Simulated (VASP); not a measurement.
# BP (F-43m) in VASP: vibrations by perturbation theory with PBE

Aim: the vibrations by perturbation theory of BP with PBE.

Program: VASP 6.6.1. These are calculated values, not measurements. Logs are shortened: lines on timing, memory, paths and dates and some standing lists are left out, and cuts for length are marked.

## 1. The cell of the first run

It takes space group F-43m (No. 216, cubic). The conventional cell has a = 4.548 Å, b = 4.548 Å, c = 4.548 Å, α = 90.00°, β = 90.00°, γ = 90.00°. B (site symmetry -43m) has 4 P at 1.97 Å within 2.6 Å. Within 2.6 Å of P (site symmetry -43m) lie 4 B at 1.97 Å.

## 2. Vibrations by perturbation theory, PBE

Input file INCAR:

```
PREC = Accurate
ENCUT = 500
EDIFF = 1E-8
ISMEAR = 0
SIGMA = 0.01
LREAL = False
LASPH = True
NELM = 120
ALGO = Normal
ISIF = 2
LWAVE = False
LCHARG = False
GGA = PE
NBANDS = 11
IBRION = 8
NSW = 1
LEPSILON = True
GGA_COMPAT = False
```

Input file KPOINTS:

```
regular mesh
0
Gamma
  10 10 10
```

Input file POSCAR:

```
BP
1.0
    0.0000000000      2.2741854529      2.2741854529
    2.2741854529      0.0000000000      2.2741854529
    2.2741854529      2.2741854529      0.0000000000
B P
1 1
Direct
    0.0000000000      0.0000000000      0.0000000000
    0.2500000000      0.2500000000      0.2500000000
```

Potentials or basis: VASP PAW PBE potentials, release 64 (B, P).

On the command line:

```sh
$ cat potpaw_PBE.64/B/POTCAR potpaw_PBE.64/P/POTCAR > POTCAR
$ mpirun -np 1 vasp_std > vasp.out
```

OUTCAR:

```text
PREC = Accurate
   ENCUT = 500
   EDIFF = 1E-8
   ISMEAR = 0
   LREAL = False
   LASPH = True
   NELM = 120
   ISIF = 2
   GGA = PE
   IBRION = 8
   NSW = 1
   LEPSILON = True

 ion  position               nearest neighbor table
   1  0.000  0.000  0.000-   2 1.97   2 1.97   2 1.97   2 1.97
   2  0.250  0.250  0.250-   1 1.97   1 1.97   1 1.97   1 1.97

  LATTYP: Found a face centered cubic cell.
 ALAT       =     4.5483709058

  Lattice vectors:

 A1 = (   0.0000000000,   2.2741854529,   2.2741854529)
 A2 = (   2.2741854529,   0.0000000000,   2.2741854529)
 A3 = (   2.2741854529,   2.2741854529,   0.0000000000)

Analysis of symmetry for initial positions (statically):
=====================================================================
 Subroutine PRICEL returns:
 Original cell was already a primitive cell.

 Routine SETGRP: Setting up the symmetry group for a
 face centered cubic supercell.

 Subroutine GETGRP returns: Found 24 space group operations
 (whereof 24 operations were pure point group operations)
 out of a pool of 48 trial point group operations.

The static configuration has the point symmetry T_d .

Analysis of symmetry for dynamics (positions and initial velocities):
=====================================================================
 Subroutine PRICEL returns:
 Original cell was already a primitive cell.

 Routine SETGRP: Setting up the symmetry group for a
 face centered cubic supercell.

 Subroutine GETGRP returns: Found 24 space group operations
 (whereof 24 operations were pure point group operations)
 out of a pool of 48 trial point group operations.

The dynamic configuration has the point symmetry T_d .

 Subroutine INISYM returns: Found 24 space group operations
 (whereof 24 operations are pure point group operations),
 and found     1 'primitive' translations

----------------------------------------------------------------------------------------

                                     Primitive cell

[... 567 lines left out ...]
 ------------------------------------------------------
           9.274140     0.000000     0.000000
          -0.000000     9.274140     0.000000
           0.000000     0.000000     9.274140
 ------------------------------------------------------

 PIEZOELECTRIC TENSOR (including local field effects)  for field in x, y, z        (e  Angst)
          XX          YY          ZZ          XY          YZ          ZX
  --------------------------------------------------------------------------------
  x    -0.00000    -0.00000    -0.00000     0.00000     0.14809     0.00000
  y    -0.00000     0.00000     0.00000     0.00000     0.00000     0.14809
  z     0.00000     0.00000     0.00000     0.14809     0.00000     0.00000

 PIEZOELECTRIC TENSOR (including local field effects)  for field in x, y, z        (C/m^2)
          XX          YY          ZZ          XY          YZ          ZX
  --------------------------------------------------------------------------------
  x    -0.00000    -0.00000    -0.00000     0.00000     0.10086     0.00000
  y    -0.00000     0.00000     0.00000     0.00000     0.00000     0.10086
  z     0.00000     0.00000     0.00000     0.10086     0.00000     0.00000

 BORN EFFECTIVE CHARGES (including local field effects) (in |e|, cummulative output)
 ---------------------------------------------------------------------------------
 ion    1
    1    -0.47433     0.00000    -0.00000
    2     0.00000    -0.47433     0.00000
    3    -0.00000    -0.00000    -0.47433
 ion    2
    1     0.47433     0.00000     0.00000
    2     0.00000     0.47433    -0.00000
    3     0.00000     0.00000     0.47433

 INTERNAL STRAIN TENSOR FOR ION    2 for displacements in x,y,z  (eV/Angst):
          X           Y           Z          XY          YZ          ZX
  --------------------------------------------------------------------------------
  x     0.00000     0.00000     0.00000     0.00000    -6.48499     0.00000
  y     0.00000     0.00000     0.00000     0.00000     0.00000    -6.48499
  z     0.00000     0.00000     0.00000    -6.48499     0.00000     0.00000

 SECOND DERIVATIVES (NOT SYMMETRIZED)
 ------------------------------------
               1X          1Y          1Z          2X          2Y          2Z
  1X   -18.786652    0.000000    0.000000   18.786652    0.000000    0.000000
  1Y     0.000000  -18.786652    0.000000    0.000000   18.786652    0.000000
  1Z     0.000000    0.000000  -18.786652    0.000000    0.000000   18.786652
  2X    18.789742    0.000000    0.000000  -18.789742    0.000000    0.000000
  2Y     0.000000   18.789742    0.000000    0.000000  -18.789742    0.000000
  2Z     0.000000    0.000000   18.789742    0.000000    0.000000  -18.789742

 Eigenvectors and eigenvalues of the dynamical matrix
 ----------------------------------------------------

   1 f  =   23.936645 THz   150.398378 2PiTHz  798.440542 cm-1    98.993966 meV
             X         Y         Z           dx          dy          dz
      0.000000  0.000000  0.000000    -0.860953    0.000000    0.000000
      1.137093  1.137093  1.137093     0.508685    0.000000    0.000000
[... 21 lines left out ...]
   6 f/i=    0.000862 THz     0.005417 2PiTHz    0.028757 cm-1     0.003565 meV
             X         Y         Z           dx          dy          dz
      0.000000  0.000000  0.000000     0.000000   -0.508685    0.000000
      1.137093  1.137093  1.137093     0.000000   -0.860953    0.000000

--------------------------------------------------------------------------------------------------------

 MACROSCOPIC STATIC DIELECTRIC TENSOR IONIC CONTRIBUTION
 ------------------------------------------------------
           0.092115    -0.000000     0.000000
          -0.000000     0.092115     0.000000
           0.000000    -0.000000     0.092115
 ------------------------------------------------------

 ELASTIC MODULI CONTR FROM IONIC RELAXATION (kBar)
 Direction    XX          YY          ZZ          XY          YZ          ZX
 --------------------------------------------------------------------------------
 XX          -0.0000     -0.0000     -0.0000     -0.0000     -0.0000      0.0000
 YY          -0.0000     -0.0000     -0.0000     -0.0000     -0.0000     -0.0000
 ZZ          -0.0000     -0.0000     -0.0000     -0.0000     -0.0000      0.0000
 XY          -0.0000     -0.0000     -0.0000   -162.3117     -0.0000     -0.0000
 YZ          -0.0000     -0.0000     -0.0000     -0.0000   -162.3117      0.0000
 ZX           0.0000     -0.0000      0.0000      0.0000      0.0000   -162.3117
 --------------------------------------------------------------------------------

 PIEZOELECTRIC TENSOR IONIC CONTR  for field in x, y, z        (C/m^2)
          XX          YY          ZZ          XY          YZ          ZX
  --------------------------------------------------------------------------------
  x    -0.00000    -0.00000    -0.00000    -0.00000    -0.11506     0.00000
  y     0.00000    -0.00000     0.00000     0.00000     0.00000    -0.11506
  z    -0.00000    -0.00000    -0.00000    -0.11506    -0.00000     0.00000
```

Wall time 2.6 min (1 thread of Intel Xeon Platinum 8259CL at 2.50GHz (Skylake/Cascade Lake), shared host); peak memory 0.22 GiB.

What came out:

```
Electronic dielectric tensor (diagonal)                 : 9.27
Born charges (mean of the diagonal)                     : B -0.47; P +0.47 e
Highest phonon frequency at Γ, LO-TO splitting left out : 798 cm⁻¹
```

Phonon frequencies in cm⁻¹ (negative: imaginary):
```
              q point        frequencies
(0.000, 0.000, 0.000)  0 0 0 798 798 798
```

Electronic dielectric tensor:
```
9.27 0.00 0.00
0.00 9.27 0.00
0.00 0.00 9.27
```

Born effective charge tensors (e):
atom 1, B
```
-0.47  0.00  0.00
 0.00 -0.47  0.00
 0.00  0.00 -0.47
```
atom 2, P
```
0.47 0.00 0.00
0.00 0.47 0.00
0.00 0.00 0.47
```
